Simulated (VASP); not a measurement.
## Ge: single point with r2SCAN

**Experimental background.**

“Temperature-dependent photoluminescence in Ge: experiment and theory”, 2020, arxiv:2003.00143 reports, for a bulk crystal of Ge at 0 K: band gap 0.744 eV (indirect).

Ge:

```
Ge
1.0
     0.00000    2.83669    2.83669
     2.83669    0.00000    2.83669
     2.83669    2.83669    0.00000
Ge
2
Direct
  0.00000 0.00000 0.00000
  0.25000 0.25000 0.25000
```

* Program: VASP 6.6.1
* Task: single point
* Functional: r2SCAN
* Potentials or basis: VASP PAW PBE potentials, release 64 (Ge_d)
* Cutoff: 520 eV
* k mesh: 12 × 12 × 12
* Occupations: fermi-dirac, width 0.05 eV
* Spin: no spin polarisation

```json
{
  "Pressure": "0.1 GPa",
  "Band gap on the k mesh": "0.32 eV"
}
```

Levels at points of the mesh, in eV from the valence-band top:
```tsv
k point	band 12	band 13	band 14	band 15	band 16	band 17
(0.00, 0.00, 0.00)	0.00	0.00	0.00	0.32	2.71	2.71
(0.50, 0.00, 0.00)	-7.83	-1.47	-1.47	0.42	3.99	3.99
(0.50, 0.50, 0.00)	-9.19	-3.20	-3.20	0.98	0.98	10.03
```

It took 6.8 min on 1 thread of Intel Xeon 8259CL, with other jobs on the host, peak memory 0.2 GiB.

Against the measured gap of Ge, 0.744 eV (indirect; 0 K; “Temperature-dependent photoluminescence in Ge: experiment and theory”, 2020, arxiv:2003.00143), the calculated 0.32 eV is off by -0.42 eV. 3 values of this kind are on record (0.666 to 0.807 eV); this one was drawn at random among those near their median. Spin-orbit coupling on Ge is left out. The value is that of r2SCAN on a finite k mesh, which can miss the band edges, without temperature or zero-point motion.

Caveat: the PAW data sets were made with another functional, which shifts forces and pressure a little.
